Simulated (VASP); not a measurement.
# In (Im-3m) in VASP: further runs

In is run at these levels: PBEsol, r2SCAN; tasks: single point, relaxation of cell and atoms.

All numbers are computed with VASP 6.6.1; they aren't measurements. Logs are shortened: lines on timing, memory, paths and dates and some standing lists are left out, and cuts for length are marked.

### Step 1. The cell of the first run

It takes space group Im-3m (No. 229, cubic). The conventional cell has a = 3.727 Å, b = 3.727 Å, c = 3.727 Å, α = 90.00°, β = 90.00°, γ = 90.00°. Within 4.2 Å of In (site symmetry m-3m) lie 14 In at 3.23 to 3.73 Å.

### Step 2. Single point, PBEsol

File INCAR:

```
PREC = Accurate
ENCUT = 520
EDIFF = 1E-6
ISMEAR = 0
SIGMA = 0.15
LREAL = F
LASPH = T
NELM = 100
ALGO = Normal
ISIF = 2
LWAVE = F
LCHARG = T
GGA = PS
LELF = T
LVHAR = T
NBANDS = 12
```

File KPOINTS:

```
Automatic mesh
0
Gamma
  8 8 8
```

File POSCAR:

```
In
1.0
   -1.8634327146      1.8634327146      1.8634327146
    1.8634327146     -1.8634327146      1.8634327146
    1.8634327146      1.8634327146     -1.8634327146
In
1
Direct
    0.0000000000      0.0000000000      0.0000000000
```

Potentials or basis: VASP PAW PBE potentials, release 64 (In_d).

Command:

```console
$ cat potpaw_PBE.64/In_d/POTCAR > POTCAR
$ mpirun -np 1 vasp_std > vasp.out
```

OUTCAR:

```text
PREC = Accurate
   ENCUT = 520
   EDIFF = 1E-6
   ISMEAR = 0
   LREAL = F
   LASPH = T
   NELM = 100
   ISIF = 2
   GGA = PS

 ion  position               nearest neighbor table
   1  0.000  0.000  0.000-

  LATTYP: Found a body centered cubic cell.
 ALAT       =     3.7268654292

  Lattice vectors:

 A1 = (  -1.8634327146,   1.8634327146,   1.8634327146)
 A2 = (   1.8634327146,  -1.8634327146,   1.8634327146)
 A3 = (   1.8634327146,   1.8634327146,  -1.8634327146)

Analysis of symmetry for initial positions (statically):
=====================================================================
 Subroutine PRICEL returns:
 Original cell was already a primitive cell.

 Routine SETGRP: Setting up the symmetry group for a
 body centered cubic supercell.

 Subroutine GETGRP returns: Found 48 space group operations
 (whereof 48 operations were pure point group operations)
 out of a pool of 48 trial point group operations.

The static configuration has the point symmetry O_h .

Analysis of symmetry for dynamics (positions and initial velocities):
=====================================================================
 Subroutine PRICEL returns:
 Original cell was already a primitive cell.

 Routine SETGRP: Setting up the symmetry group for a
 body centered cubic supercell.

 Subroutine GETGRP returns: Found 48 space group operations
 (whereof 48 operations were pure point group operations)
 out of a pool of 48 trial point group operations.

The dynamic configuration has the point symmetry O_h .

 Subroutine INISYM returns: Found 48 space group operations
 (whereof 48 operations are pure point group operations),
 and found     1 'primitive' translations

----------------------------------------------------------------------------------------

                                     Primitive cell

  volume of cell :      25.8822

  direct lattice vectors                    reciprocal lattice vectors
    -1.863432715  1.863432715  1.863432715     0.000000000  0.268322004  0.268322004
     1.863432715 -1.863432715  1.863432715     0.268322004  0.000000000  0.268322004
     1.863432715  1.863432715 -1.863432715     0.268322004  0.268322004  0.000000000

  length of vectors
     3.227560138  3.227560138  3.227560138     0.379464617  0.379464617  0.379464617

  position of ions in fractional coordinates (direct lattice)
[... 82 lines left out ...]
   NFREE  =      0    steps in history (QN), initial steepest desc. (CG)
   ISIF   =      2    stress and relaxation
   ISYM   =      2    0-nonsym 1-usesym 2-fastsym
   POTIM  = 0.5000    time-step for ionic-motion
   TEBEG  =    0.0;   TEEND  =   0.0 temperature during run
   PSTRESS=    0.0 pullay stress
   NELECT =      13.0000    total number of electrons
   NUPDOWN=      -1.0000    fix difference up-down
   EMIN   =  10.00;   EMAX   =-10.00  energy-range for DOS
   EFERMI =   0.00;   METHOD = LEGACY
   ISMEAR =     0;   SIGMA  =   0.15  broadening in eV -4-tet -1-fermi 0-gaus
   EFERMI_NEDOS =   21; number of points for ismear=-14 and -15
   IALGO  =     38    algorithm
   IMIX   =      4    mixing-type and parameters
     AMIX     =   0.40;   BMIX     =  1.00
     AMIX_MAG =   1.60;   BMIX_MAG =  1.00
  volume/ion in A,a.u.               =      25.88       174.66
  Fermi-wavevector in a.u.,A,eV,Ry     =   1.301334  2.459165 23.041074  1.693471
  Thomas-Fermi vector in A             =   2.432475
   LORBIT       =      0    0 simple, 1 ext, 2 COOP (PROOUT), +10 PAW based schemes
   GGA     = PS    functional components
   LHFCALC =     F    Hartree Fock is set to
   AEXX    =    0.0000 exact exchange contribution
   IVDW    =     0    specifies the selected vdW correction
   LEPSILON=     F    determine dielectric tensor
   LRPA    =     F    only Hartree local field effects (RPA)
 non-spin polarized calculation
 Gauss-broadening in eV      SIGMA  =   0.15
  energy-cutoff  :      520.00
  volume of cell :       25.88
 maximum number of plane-waves:       706
   NGX = 13   NGY = 13   NGZ = 13

 number of electron      12.9999991 magnetization

 Free energy of the ion-electron system (eV)
  ---------------------------------------------------
  ext. energy  EPLUGINS =         0.00000000
  ---------------------------------------------------
  free energy    TOTEN  =        -2.94255279 eV

  energy without entropy =       -2.93107933  energy(sigma->0) =       -2.93681606

 E-fermi :   7.6104     XC(G=0): -10.4578

 val. band max:        7.6090167842   @ k =  -0.3750   0.3750   0.1250
 cond. band min:       7.7860480996   @ k =   0.2500   0.2500   0.0000
 fundamental gap:      0.1770313154
 Fermi energy:         7.6104314722

 k-point     1 :       0.0000    0.0000    0.0000
  band No.  band energies     occupation
      1      -7.1241      2.00000
      2      -7.1241      2.00000
      3      -7.1241      2.00000
      4      -6.8353      2.00000
      5      -6.8353      2.00000
      6      -2.1554      2.00000
      7      18.6896      0.00000
      8      18.6896      0.00000
      9      18.6896      0.00000
     10      20.5191      0.00000
     11      20.5191      0.00000
     12      20.5191      0.00000
[... 331 lines left out ...]
 k-point    24 :      -0.3750    0.3750    0.2500
  band No.  band energies     occupation
      1      -7.1044      2.00000
      2      -7.0106      2.00000
      3      -6.9698      2.00000
      4      -6.8790      2.00000
      5      -6.7535      2.00000
      6       2.6620      2.00000
      7       8.5981      0.00000
      8      10.8563      0.00000
      9      12.4203      0.00000
     10      15.2190      0.00000
     11      20.3629      0.00000
     12      22.8238      0.00000

 [... further k-points ...]

------------------------ aborting loop because EDIFF is reached ----------------------------------------

  FORCE on cell =-STRESS in cart. coord.  units (eV):
  Direction    XX          YY          ZZ          XY          YZ          ZX
  --------------------------------------------------------------------------------------
  -------------------------------------------------------------------------------------
  Total        0.0009147      0.0009147      0.0009147      0.0000000      0.0000000     -0.0000000
  in kB        0.0566211      0.0566211      0.0566211      0.0000000      0.0000000     -0.0000000
  external PRESSURE =       0.0566211 kB  Pullay stress =       0.0000000 kB

 VOLUME and BASIS-vectors are now :
 -----------------------------------------------------------------------------
  energy-cutoff  :      520.00
  volume of cell :       25.88
      direct lattice vectors                 reciprocal lattice vectors
    -1.863432715  1.863432715  1.863432715     0.000000000  0.268322004  0.268322004
     1.863432715 -1.863432715  1.863432715     0.268322004  0.000000000  0.268322004
     1.863432715  1.863432715 -1.863432715     0.268322004  0.268322004  0.000000000

 POSITION                                       TOTAL-FORCE (eV/Angst)
 -----------------------------------------------------------------------------------
      0.00000      0.00000      0.00000        -0.000000      0.000000      0.000000
 -----------------------------------------------------------------------------------
    total drift:                               -0.000000      0.000000      0.000000

  FREE ENERGIE OF THE ION-ELECTRON SYSTEM (eV)
  ---------------------------------------------------
  free  energy   TOTEN  =        -2.9425527867 eV

  energy  without entropy=       -2.9310793326  energy(sigma->0) =       -2.93681606
```

OSZICAR:

```text
N       E                     dE             d eps       ncg     rms          rms(c)
DAV:   1     0.763021832598E+02    0.76302E+02   -0.61151E+03   700   0.137E+03
DAV:   2     0.777367895521E+00   -0.75525E+02   -0.73961E+02   716   0.283E+02
DAV:   3    -0.289446787907E+01   -0.36718E+01   -0.36613E+01   852   0.647E+01
DAV:   4    -0.298326221207E+01   -0.88794E-01   -0.88769E-01   900   0.965E+00
DAV:   5    -0.298614046233E+01   -0.28783E-02   -0.28782E-02   924   0.151E+00    0.232E+00
DAV:   6    -0.294997014142E+01    0.36170E-01   -0.58162E-02   852   0.498E+00    0.110E+00
DAV:   7    -0.294320045475E+01    0.67697E-02   -0.15092E-02   912   0.232E+00    0.277E-01
DAV:   8    -0.294254980283E+01    0.65065E-03   -0.83840E-04   920   0.489E-01    0.228E-02
DAV:   9    -0.294255201865E+01   -0.22158E-05   -0.99715E-06   984   0.408E-02    0.164E-02
DAV:  10    -0.294255278669E+01   -0.76804E-06   -0.70704E-07   516   0.103E-02
   1 F= -.29425528E+01 E0= -.29368161E+01  d E =-.114735E-01
```

stdout:

```text
POSCAR found type information on POSCAR In
 POSCAR found :  1 types and       1 ions
 scaLAPACK will be used
 -----------------------------------------------------------------------------
|                                                                             |
|                                                                             |
|     You enforced a specific xc type in the INCAR file but a different       |
|     I HOPE YOU KNOW WHAT YOU ARE DOING!                                     |
|                                                                             |
 -----------------------------------------------------------------------------

 LDA part: xc-table for (Slater+PW92), standard interpolation
 POSCAR, INCAR and KPOINTS ok, starting setup
 FFT: planning ... GRIDC
 FFT: planning ... GRID_SOFT
 FFT: planning ... GRID
 WAVECAR not read
 entering main loop
```

Run time: 12 s. Hardware: 1 thread of AMD EPYC 7R13, shared host; peak memory 0.11 GiB.

What came out:

| Quantity | Value |
| --- | --- |
| Free energy | -2.9426 eV |
| Pressure | 0.0 GPa |

Caveat: the PAW data sets were made with another functional, which shifts forces and pressure a little; spin-orbit coupling is left out, which moves the levels of the heavy elements.

### Step 3. Single point, r2SCAN

POSCAR is that of step 2.

File INCAR.step1:

```
SYSTEM = In
PREC     = Accurate       ! precision mode
ENCUT    = 520            ! plane-wave cutoff, eV
ISMEAR   = 0              ! smearing method
SIGMA    = 0.15           ! smearing width, eV
LREAL    = .False.        ! projectors in reciprocal space
LASPH    = .True.         ! aspherical terms in the spheres
NELM     = 60             ! most SCF steps
NBANDS   = 12             ! bands
GGA      = PE             ! functional
ALGO     = Normal         ! electronic algorithm
EDIFF    = 1E-4           ! SCF threshold, eV
LWAVE    = .True.         ! write WAVECAR
LCHARG   = .False.        ! write CHGCAR
```

File INCAR.step2:

```
SYSTEM = In
PREC     = Accurate       ! precision mode
ENCUT    = 520            ! plane-wave cutoff, eV
EDIFF    = 1E-6           ! SCF threshold, eV
ISMEAR   = 0              ! smearing method
SIGMA    = 0.15           ! smearing width, eV
LREAL    = .False.        ! projectors in reciprocal space
LASPH    = .True.         ! aspherical terms in the spheres
NELM     = 60             ! most SCF steps
ALGO     = Normal         ! electronic algorithm
ISIF     = 2              ! what is computed and relaxed
LWAVE    = .False.        ! write WAVECAR
LCHARG   = .False.        ! write CHGCAR
METAGGA  = R2SCAN         ! meta-GGA
LMIXTAU  = .True.       
NBANDS   = 12             ! bands
ISTART   = 1
```

File KPOINTS:

```
Automatic mesh
0
Gamma
  11 11 11
  0 0 0
```

Potentials or basis: VASP PAW PBE potentials, release 64 (In_d).

Command:

```console
$ cat potpaw_PBE.64/In_d/POTCAR > POTCAR
$ cp INCAR.step1 INCAR
$ mpirun -np 1 vasp_std > vasp.out
$ cp INCAR.step2 INCAR
$ mpirun -np 1 vasp_std > vasp.out
```

Run time: 1.7 min. Hardware: 1 thread of AMD EPYC 7R13, shared host; peak memory 0.12 GiB.

Results (log left out):

```yaml
Free_energy: -22.5506 eV
Pressure: 1.3 GPa
```

Levels at points of the mesh, in eV from the Fermi level:
```
           k point  band 2  band 3  band 4  band 5  band 6  band 7  band 8  band 9  band 10  band 11
(0.00, 0.00, 0.00)  -15.34  -15.34  -15.03  -15.03  -10.15   11.85   11.85   11.85    13.77    13.77
```

Caveat: the PAW data sets were made with another functional, which shifts forces and pressure a little; spin-orbit coupling is left out, which moves the levels of the heavy elements.

### Step 4. Relaxation of cell and atoms, PBEsol

This run uses another cell than the first one, of 26.69 Å³/atom, 1.031 times its volume.

File INCAR:

```
SYSTEM = In
  ALGO = Normal
  EDIFF = 1E-7
  EDIFFG = -0.02
  ENCUT = 600
  GGA = PS
  IBRION = 2
  ISIF = 3
  ISMEAR = 0
  LASPH = .True.
  LCHARG = .False.
  LREAL = .False.
  LWAVE = .False.
  NELM = 100
  NSW = 60
  PREC = Accurate
  SIGMA = 0.15
```

File KPOINTS:

```
k-points
0
Gamma
  8 8 8
  0 0 0
```

File POSCAR:

```
In
1.0
   -1.8825250000      1.8825250000      1.8825250000
    1.8825250000     -1.8825250000      1.8825250000
    1.8825250000      1.8825250000     -1.8825250000
In
1
Direct
    0.0000000000      0.0000000000      0.0000000000
```

Potentials or basis: VASP PAW PBE potentials, release 64 (In_d).

Command:

```console
$ cat potpaw_PBE.64/In_d/POTCAR > POTCAR
$ mpirun -np 1 vasp_std > vasp.out
```

OUTCAR:

```text
SYSTEM = In
   EDIFF = 1E-7
   EDIFFG = -0.02
   ENCUT = 600
   GGA = PS
   IBRION = 2
   ISIF = 3
   ISMEAR = 0
   LASPH = .True.
   LREAL = .False.
   NELM = 100
   NSW = 60
   PREC = Accurate

 ion  position               nearest neighbor table
   1  0.000  0.000  0.000-

  LATTYP: Found a body centered cubic cell.
 ALAT       =     3.7650500000

  Lattice vectors:

 A1 = (  -1.8825250000,   1.8825250000,   1.8825250000)
[... 539 lines left out ...]
     10      15.1798      0.00000

 [... further k-points ...]

------------------------ aborting loop because EDIFF is reached ----------------------------------------

  FORCE on cell =-STRESS in cart. coord.  units (eV):
  Direction    XX          YY          ZZ          XY          YZ          ZX
  --------------------------------------------------------------------------------------
  -------------------------------------------------------------------------------------
  Total       -0.0091757     -0.0091757     -0.0091757     -0.0000000     -0.0000000     -0.0000000
  in kB       -0.5665357     -0.5665357     -0.5665357     -0.0000000     -0.0000000     -0.0000000
  external PRESSURE =      -0.5665357 kB  Pullay stress =       0.0000000 kB

 VOLUME and BASIS-vectors are now :
 -----------------------------------------------------------------------------
  energy-cutoff  :      600.00
  volume of cell :       25.95
      direct lattice vectors                 reciprocal lattice vectors
    -1.865038724  1.865038724  1.865038724     0.000000000  0.268090948  0.268090948
     1.865038724 -1.865038724  1.865038724     0.268090948  0.000000000  0.268090948
     1.865038724  1.865038724 -1.865038724     0.268090948  0.268090948  0.000000000

 POSITION                                       TOTAL-FORCE (eV/Angst)
 -----------------------------------------------------------------------------------
      1.86504      1.86504      1.86504        -0.000000      0.000000      0.000000
 -----------------------------------------------------------------------------------
    total drift:                                0.000000      0.000000      0.000000

  FREE ENERGIE OF THE ION-ELECTRON SYSTEM (eV)
  ---------------------------------------------------
  free  energy   TOTEN  =        -2.9429646190 eV

  energy  without entropy=       -2.9313906643  energy(sigma->0) =       -2.93717764

 reached required accuracy - stopping structural energy minimisation
```

CONTCAR:

```text
In
   1.00000000000000
    -1.8650387235184087    1.8650387235184087    1.8650387235184087
     1.8650387235184087   -1.8650387235184087    1.8650387235184087
     1.8650387235184087    1.8650387235184087   -1.8650387235184087
  In
     1
Direct
     1.0000000000000000    1.0000000000000000    1.0000000000000000

  0.00000000E+00  0.00000000E+00  0.00000000E+00
```

It took 32 s on 1 thread of AMD EPYC 7R13, shared host; peak memory 0.13 GiB.

What came out:

| Property | Result |
| --- | --- |
| Free energy | -2.9430 eV |
| Relaxed volume | 25.95 Å³/atom |
| Relaxed cell | a = 3.230 Å, b = 3.230 Å, c = 3.230 Å, α = 109.47°, β = 109.47°, γ = 109.47° |
| Space group after relaxing (to 0.05 Å) | Im-3m (No. 229) |
| Energy gained by relaxing | 2.8 meV/atom |
| Ionic steps | 2 |
| Pressure after relaxing | -0.1 GPa |

The path:
| step | energy change (eV) | largest force (eV/Å) | pressure (GPa) | volume (Å³) |
| --- | --- | --- | --- | --- |
| 1 | 0.0000 | 0.0000 | -1.16 | 26.69 |
| 2 | -0.0028 | 0.0000 | -0.06 | 25.95 |

Final structure:
```xyz
1
Lattice="-1.8650 1.8650 1.8650 1.8650 -1.8650 1.8650 1.8650 1.8650 -1.8650" Properties=species:S:1:pos:R:3 pbc="T T T"
In    1.8650    1.8650    1.8650
```

Levels at points of the mesh, in eV from the Fermi level:
```
           k point  band 4  band 5  band 6  band 7  band 8  band 9
(0.00, 0.00, 0.00)  -14.44  -14.44   -9.75   11.05   11.05   11.05
(0.50, 0.00, 0.00)  -14.45  -14.26   -4.07   -3.37    5.81    7.22
(0.50, 0.50, 0.50)  -14.31  -14.31    0.93    1.11    1.11    1.11
```

Caveat: the PAW data sets were made with another functional, which shifts forces and pressure a little; spin-orbit coupling is left out, which moves the levels of the heavy elements.

### Step 5. Overview

```csv
task,level,cell,k mesh,cutoff (eV),gap on the mesh (eV),pressure (GPa)
single point,PBEsol,"a = 3.228 Å, angles 109.5°, 1 atom",8 × 8 × 8,520,none,0.0
single point,r2SCAN,"a = 3.228 Å, angles 109.5°, 1 atom",11 × 11 × 11,520,none,1.3
relaxation of cell and atoms,PBEsol,"relaxed from a = 3.261 Å, angles 109.5°, 1 atom",8 × 8 × 8,600,none,-0.1
```

Alike in all rows: potentials or basis VASP PAW PBE potentials, release 64 (In_d); no spin polarisation; smearing gaussian 0.15 eV.

Caveats: the PAW data sets were made with another functional, which shifts forces and pressure a little; spin-orbit coupling is left out, which moves the levels of the heavy elements.

Absolute energies hang on the potentials; compare differences alone.
